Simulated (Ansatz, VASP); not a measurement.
**One calculation of Rh, two programs**

```
Rh
1.0
     2.45806    0.00000    0.00000
     0.00000    2.45806    0.00000
     0.00000    0.00000    2.45806
Rh
1
Cartesian
  0.0000 0.0000 0.0000
```

Alike in both runs: task relaxation of cell and atoms; functional r2SCAN; k mesh 13 × 13 × 13; occupations fermi-dirac, width 0.05 eV; collinear spin.

```csv
,VASP,Ansatz
version,VASP 6.6.1,Ansatz 0.2.0
potentials or method,"VASP PAW PBE potentials, release 64 (Rh_sv_GW), cutoff 580 eV","plane waves (500 eV) with PAW, scalar-relativistic"
valence electrons in the cell,17,17
```

|  | VASP | Ansatz | Ansatz less VASP |
| --- | --- | --- | --- |
| net moment per atom (μB) | 0.00 | 0.00 | 0.000 |
| relaxed volume (Å³/atom) | 15.73 | 15.86 | +0.133 |
| relaxed cell length with the largest relative difference (Å) | 2.505 | 2.512 | +0.0070 |

VASP's potentials were made for PBE, not for r2SCAN. Ansatz's warnings: seeded moment not kept.
